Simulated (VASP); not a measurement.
# SiF5 (P1) in VASP: single point with PBE

Aim: the single point of SiF5 with PBE.

Program: VASP 6.6.1. These are calculated values, not measurements. Logs are shortened: lines on timing, memory, paths and dates and some standing lists are left out, and cuts for length are marked.

### Step 1. The cell of the first run

The typed cell holds 12 atoms: a = 5.052 Å, b = 7.956 Å, c = 8.058 Å, α = 119.38°, β = 91.32°, γ = 89.05°.

### Step 2. Single point, PBE

INCAR reads:

```
ALGO = Normal ; EDIFF = 1E-6
ENCUT = 520 ; GGA = PE
ISIF = 2 ; ISMEAR = 0
LASPH = T ; LCHARG = T
LELF = T ; LREAL = F
LVHAR = T ; LWAVE = F
NBANDS = 51 ; NELM = 100
PREC = Accurate ; SIGMA = 0.1
```

KPOINTS reads:

```
k-points
0
Gamma
  4 3 3
```

POSCAR reads:

```
SiF5
1.0
    0.0410475640     -0.0427060929      5.0519091393
    7.9555931455      0.0142309775      0.0668503326
   -3.9652640340      7.0144017474     -0.0945732018
Si F
2 10
Direct
    0.5315556715      0.6694802241      0.3339173937
    0.4645447707      0.3323397996      0.6651698682
    0.6294661816      0.6927138852      0.1617805229
    0.6361537424      0.4720939216      0.3125794187
    0.6385721162      0.8416205380      0.5272208737
    0.2191808630      0.6711850721      0.3335978902
    0.1057465464      0.0427891479     -0.0224201091
    0.9136742501     -0.0518578339      0.0270388088
    0.3577774712      0.1595954475      0.4722546422
    0.3669354568      0.3099592882      0.8378182251
    0.3595358029      0.5291989351      0.6855268748
    0.7768571272      0.3308815747      0.6655155909
```

Potentials or basis: VASP PAW PBE potentials, release 64 (Si, F).

Launch:

```sh
$ cat potpaw_PBE.64/Si/POTCAR potpaw_PBE.64/F/POTCAR > POTCAR
$ mpirun -np 1 vasp_std > vasp.out
```

OUTCAR:

```text
EDIFF = 1E-6
   ENCUT = 520
   GGA = PE
   ISIF = 2
   ISMEAR = 0
   LASPH = T
   LREAL = F
   NELM = 100
   PREC = Accurate

 ion  position               nearest neighbor table
   1  0.532  0.669  0.334-   5 1.58   4 1.58   3 1.58   6 1.58
   2  0.465  0.332  0.665-  11 1.58   9 1.58  10 1.58  12 1.58
   3  0.629  0.693  0.162-   1 1.58
   4  0.636  0.472  0.313-   1 1.58
   5  0.639  0.842  0.527-   1 1.58
   6  0.219  0.671  0.334-   1 1.58
   7  0.106  0.043  0.978-   8 1.42
   8  0.914  0.948  0.027-   7 1.42
   9  0.358  0.160  0.472-   2 1.58
  10  0.367  0.310  0.838-   2 1.58
  11  0.360  0.529  0.686-   2 1.58
  12  0.777  0.331  0.666-   2 1.58

  LATTYP: Found a triclinic cell.
 ALAT       =     8.0581694462
 B/A-ratio  =     1.0030068261
 C/A-ratio  =     0.6269732136
 COS(alpha) =     0.0067694369
 COS(beta)  =     0.0230914417
 COS(gamma) =     0.5140780916

  Lattice vectors:

 A1 = (  -3.9652640340,   7.0144017474,  -0.0945732018)
 A2 = (   3.9903291115,   7.0286327249,  -0.0277228692)
 A3 = (  -0.0410475640,   0.0427060929,  -5.0519091393)

Analysis of symmetry for initial positions (statically):
=====================================================================
 Subroutine PRICEL returns:
 Original cell was already a primitive cell.

 Routine SETGRP: Setting up the symmetry group for a
 triclinic supercell.

 Subroutine GETGRP returns: Found  1 space group operations
 (whereof  1 operations were pure point group operations)
 out of a pool of  2 trial point group operations.

The static configuration has the point symmetry C_1 .

Analysis of symmetry for dynamics (positions and initial velocities):
=====================================================================
 Subroutine PRICEL returns:
 Original cell was already a primitive cell.

 Routine SETGRP: Setting up the symmetry group for a
 triclinic supercell.

 Subroutine GETGRP returns: Found  1 space group operations
 (whereof  1 operations were pure point group operations)
 out of a pool of  2 trial point group operations.

The dynamic configuration has the point symmetry C_1 .

 Subroutine INISYM returns: Found  1 space group operations
 (whereof  1 operations are pure point group operations),
 and found     1 'primitive' translations

----------------------------------------------------------------------------------------

                                     Primitive cell

  volume of cell :     282.1603

  direct lattice vectors                    reciprocal lattice vectors
     0.041047564 -0.042706093  5.051909139    -0.001666645  0.001727056  0.197973111
     7.955593145  0.014230978  0.066850333     0.125574289  0.070981886 -0.000420269
    -3.965264034  7.014401747 -0.094573202    -0.000264915  0.142430338  0.001206181

  length of vectors
     5.052256393  7.955886738  8.058169446     0.197987659  0.144248074  0.142435692

  position of ions in fractional coordinates (direct lattice)
     0.531555672  0.669480224  0.333917394
     0.464544771  0.332339800  0.665169868
     0.629466182  0.692713885  0.161780523
     0.636153742  0.472093922  0.312579419
     0.638572116  0.841620538  0.527220874
     0.219180863  0.671185072  0.333597890
     0.105746546  0.042789148  0.977579891
     0.913674250  0.948142166  0.027038809
     0.357777471  0.159595448  0.472254642
     0.366935457  0.309959288  0.837818225
     0.359535803  0.529198935  0.685526875
     0.776857127  0.330881575  0.665515591

  ion indices of the primitive-cell ions
   primitive index   ion index
                 1           1
                 2           2
                 3           3
                 4           4
                 5           5
                 6           6
                 7           7
                 8           8
                 9           9
                10          10
                11          11
                12          12

----------------------------------------------------------------------------------------

 KPOINTS: k-points

Automatic generation of k-mesh.
 Grid dimensions read from file:
 generate k-points for:    4    3    3

 Generating k-lattice:

  Cartesian coordinates                     Fractional coordinates (reciprocal lattice)
    -0.000416661  0.000431764  0.049493278     0.250000000  0.000000000 -0.000000000
     0.041858096  0.023660629 -0.000140090    -0.000000000  0.333333333  0.000000000
    -0.000088305  0.047476779  0.000402060     0.000000000 -0.000000000  0.333333333

  Length of vectors
     0.049496915  0.048082691  0.047478564

  Shift w.r.t. Gamma in fractional coordinates (k-lattice)
     0.000000000  0.000000000  0.000000000

 Subroutine IBZKPT returns following result:
 ===========================================

 Found     19 irreducible k-points:

 Following reciprocal coordinates:
            Coordinates               Weight
  0.000000  0.000000  0.000000      1.000000
  0.250000  0.000000 -0.000000      2.000000
  0.500000  0.000000 -0.000000      1.000000
  0.000000  0.333333 -0.000000      2.000000
  0.250000  0.333333 -0.000000      2.000000
  0.500000  0.333333 -0.000000      2.000000
[... 11 lines left out ...]
  0.500000 -0.333333  0.333333      2.000000
 -0.250000 -0.333333  0.333333      2.000000
   k-points           NKPTS =     19   k-points in BZ     NKDIM =     19   number of bands    NBANDS=     51
   number of dos      NEDOS =    301   number of ions     NIONS =     12
   total plane-waves  NPLWV = 144000
   dimension x,y,z NGX =    40 NGY =   60 NGZ =   60
   dimension x,y,z NGXF=    80 NGYF=  120 NGZF=  120
   ions per type =               2  10
   NGX,Y,Z   is equivalent  to a cutoff of  13.16, 12.54, 12.38 a.u.
   NGXF,Y,Z  is equivalent  to a cutoff of  26.32, 25.08, 24.76 a.u.
 SYSTEM =  unknown system
   PREC   = accura    normal or accurate (medium, high low for compatibility)
   ISTART =      0    job   : 0-new  1-cont  2-samecut
   ICHARG =      2    charge: 1-file 2-atom 10-const
   ISPIN  =      1    spin polarized calculation?
   LNONCOLLINEAR =      F non collinear calculations
   LSORBIT =      F    spin-orbit coupling
   LASPH  =      T    aspherical Exc in radial PAW
   ENCUT  =  520.0 eV  38.22 Ry    6.18 a.u.   9.39 14.79 14.98*2*pi/ulx,y,z
   NELM   =    100;   NELMIN=  2; NELMDL= -5     # of ELM steps
   EDIFF  = 0.1E-05   stopping-criterion for ELM
   LREAL  =      F    real-space projection
   EDIFFG = 0.1E-04   stopping-criterion for IOM
   NSW    =      0    number of steps for IOM
   IBRION =     -1    ionic relax: 0-MD 1-quasi-New 2-CG
   NFREE  =      0    steps in history (QN), initial steepest desc. (CG)
   ISIF   =      2    stress and relaxation
   ISYM   =      2    0-nonsym 1-usesym 2-fastsym
   POTIM  = 0.5000    time-step for ionic-motion
   TEBEG  =    0.0;   TEEND  =   0.0 temperature during run
   PSTRESS=    0.0 pullay stress
   NELECT =      78.0000    total number of electrons
   NUPDOWN=      -1.0000    fix difference up-down
   EMIN   =  10.00;   EMAX   =-10.00  energy-range for DOS
   EFERMI =   0.00;   METHOD = LEGACY
   ISMEAR =     0;   SIGMA  =   0.10  broadening in eV -4-tet -1-fermi 0-gaus
   EFERMI_NEDOS =   21; number of points for ismear=-14 and -15
   IALGO  =     38    algorithm
   IMIX   =      4    mixing-type and parameters
     AMIX     =   0.40;   BMIX     =  1.00
     AMIX_MAG =   1.60;   BMIX_MAG =  1.00
  volume/ion in A,a.u.               =      23.51       158.68
  Fermi-wavevector in a.u.,A,eV,Ry     =   1.066451  2.015301 15.474158  1.137319
  Thomas-Fermi vector in A             =   2.202036
   LORBIT       =      0    0 simple, 1 ext, 2 COOP (PROOUT), +10 PAW based schemes
   GGA     = PE    functional components
   LHFCALC =     F    Hartree Fock is set to
   AEXX    =    0.0000 exact exchange contribution
   IVDW    =     0    specifies the selected vdW correction
   LEPSILON=     F    determine dielectric tensor
   LRPA    =     F    only Hartree local field effects (RPA)
 non-spin polarized calculation
 Gauss-broadening in eV      SIGMA  =   0.10
  energy-cutoff  :      520.00
  volume of cell :      282.16
 maximum number of plane-waves:      7614
 NGX is ok and might be reduce to    40
   NGX = 19   NGY = 29   NGZ = 29

 number of electron      77.9999983 magnetization

 Free energy of the ion-electron system (eV)
  ---------------------------------------------------
  ext. energy  EPLUGINS =         0.00000000
  ---------------------------------------------------
  free energy    TOTEN  =       -60.13725738 eV

  energy without entropy =      -60.13725738  energy(sigma->0) =      -60.13725738

 E-fermi :  -4.9502     XC(G=0):  -6.1361

 val. band max:       -5.5009916927   @ k =   0.5000   0.0000  -0.0000
 cond. band min:      -2.0110566102   @ k =   0.5000   0.0000  -0.0000
 fundamental gap:      3.4899350825
 Fermi energy:        -4.9501643829

 k-point     1 :       0.0000    0.0000    0.0000
  band No.  band energies     occupation
      1     -30.0714      2.00000
      2     -28.0167      2.00000
      3     -27.9727      2.00000
      4     -27.0903      2.00000
      5     -27.0819      2.00000
      6     -27.0671      2.00000
[... 43 lines left out ...]
     50       6.7783      0.00000
     51       6.8772      0.00000

 k-point     2 :       0.2500    0.0000   -0.0000
  band No.  band energies     occupation
      1     -30.0710      2.00000
      2     -28.0052      2.00000
      3     -27.9613      2.00000
      4     -27.0905      2.00000
      5     -27.0826      2.00000
      6     -27.0789      2.00000
[... 43 lines left out ...]
     50       6.6337      0.00000
     51       6.7469      0.00000

 k-point     3 :       0.5000    0.0000   -0.0000
  band No.  band energies     occupation
      1     -30.0706      2.00000
      2     -27.9932      2.00000
      3     -27.9494      2.00000
      4     -27.0944      2.00000
      5     -27.0929      2.00000
      6     -27.0877      2.00000
[... 43 lines left out ...]
     50       6.1146      0.00000
     51       6.1860      0.00000
[... 757 lines left out ...]
 k-point    18 :       0.5000   -0.3333    0.3333
  band No.  band energies     occupation
      1     -30.0706      2.00000
      2     -27.9845      2.00000
      3     -27.9586      2.00000
      4     -27.0950      2.00000
      5     -27.0921      2.00000
      6     -27.0878      2.00000
[... 43 lines left out ...]
     50       6.0599      0.00000
     51       6.3715      0.00000

 k-point    19 :      -0.2500   -0.3333    0.3333
  band No.  band energies     occupation
      1     -30.0710      2.00000
      2     -27.9965      2.00000
      3     -27.9705      2.00000
      4     -27.0902      2.00000
      5     -27.0815      2.00000
      6     -27.0781      2.00000
[... 43 lines left out ...]
     50       6.3971      0.00000
     51       6.5491      0.00000

------------------------ aborting loop because EDIFF is reached ----------------------------------------

  FORCE on cell =-STRESS in cart. coord.  units (eV):
  Direction    XX          YY          ZZ          XY          YZ          ZX
  --------------------------------------------------------------------------------------
  -------------------------------------------------------------------------------------
  Total        0.6660799      0.4363841      0.6732555     -0.0640526     -0.0801527      0.2136402
  in kB        3.7821692      2.4778987      3.8229142     -0.3637069     -0.4551269      1.2131027
  external PRESSURE =       3.3609940 kB  Pullay stress =       0.0000000 kB

 VOLUME and BASIS-vectors are now :
 -----------------------------------------------------------------------------
  energy-cutoff  :      520.00
  volume of cell :      282.16
      direct lattice vectors                 reciprocal lattice vectors
     0.041047564 -0.042706093  5.051909139    -0.001666645  0.001727056  0.197973111
     7.955593145  0.014230978  0.066850333     0.125574289  0.070981886 -0.000420269
    -3.965264034  7.014401747 -0.094573202    -0.000264915  0.142430338  0.001206181

 POSITION                                       TOTAL-FORCE (eV/Angst)
 -----------------------------------------------------------------------------------
      4.02386      2.32906      2.69855         0.001506     -0.000777      0.008472
      0.02545      4.65066      2.30615        -0.000970     -0.000214     -0.010100
      4.89529      1.11777      3.21101         0.132719     -0.188212      0.076523
      2.54244      2.17211      3.21579        -0.228519     -0.019766      0.079106
      4.63123      3.68285      3.23241         0.094499      0.207046      0.079289
      4.02587      2.34018      1.12060         0.001123      0.001229     -0.244481
     -3.53161      6.85323      0.44463         0.243906     -0.092626      0.237903
      7.47332      0.16413      4.67663        -0.244149      0.091543     -0.238466
     -0.58825      3.29958      1.77347        -0.101152     -0.215565     -0.082805
     -0.84120      5.86553      1.79521        -0.139471      0.197279     -0.082704
      1.50655      4.80074      1.78689         0.239640      0.020925     -0.080758
      0.02530      4.63973      3.88379         0.000866     -0.000862      0.258019
 -----------------------------------------------------------------------------------
    total drift:                               -0.000360     -0.002910      0.000486

  FREE ENERGIE OF THE ION-ELECTRON SYSTEM (eV)
  ---------------------------------------------------
  free  energy   TOTEN  =       -60.1372573813 eV

  energy  without entropy=      -60.1372573813  energy(sigma->0) =      -60.13725738
```

Run time: 3.8 min. Hardware: 1 thread of Intel Xeon Platinum 8488C (Sapphire Rapids), shared host; peak memory 0.48 GiB.

What came out:

* Free energy: -60.1373 eV
* Pressure: 0.3 GPa
* Largest force: 0.353 eV/Å
* Band gap on the k mesh: 3.49 eV

Forces on the atoms (eV/Å):
```
Si   0.002 -0.001  0.008
Si  -0.001  0.000 -0.010
F    0.133 -0.188  0.077
F   -0.229 -0.020  0.079
F    0.094  0.207  0.079
F    0.001  0.001 -0.244
F    0.244 -0.093  0.238
F   -0.244  0.092 -0.238
F   -0.101 -0.216 -0.083
F   -0.139  0.197 -0.083
F    0.240  0.021 -0.081
F    0.001 -0.001  0.258
```
